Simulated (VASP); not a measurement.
Here is a VASP 6.6.1 calculation.

Contents of INCAR:

```
SYSTEM = CaBr
  ALGO = Normal
  EDIFF = 1E-7
  ENCUT = 520
  GGA = PE
  ISIF = 2
  ISMEAR = -1
  LASPH = .TRUE.
  LCHARG = .TRUE.
  LELF = .TRUE.
  LREAL = .FALSE.
  LVHAR = .TRUE.
  LWAVE = .FALSE.
  NBANDS = 16
  NELM = 100
  PREC = Accurate
  SIGMA = 0.05
```

The input KPOINTS:

```
k-points
0
G
  9 9 7
  0 0 0
```

The input POSCAR:

```
CaBr
1.0
    4.0678231210      0.0000000000      0.0000000000
   -2.0339115605      3.5228381627      0.0000000000
    0.0000000000      0.0000000000      4.5081586882
Ca Br
1 1
Direct
    0.0000000000      0.0000000000      0.0000000000
    0.3333333333      0.6666666667      0.5000000000
```

Potentials or basis: VASP PAW PBE potentials, release 64 (Ca_sv, Br).

The run is started by

```console
$ cat potpaw_PBE.64/Ca_sv/POTCAR potpaw_PBE.64/Br/POTCAR > POTCAR
$ mpirun -np 1 vasp_std > vasp.out
```

(1) What does it give for the band gap on the k mesh?

(2) Predict the pressure.

## Answers

(1) zero (an odd number of electrons rules out a gap without spin polarisation).

(2) -1.6 GPa.

Caveat: an odd number of electrons without spin polarisation forces a metal; a magnetic or distorted state may lie lower.
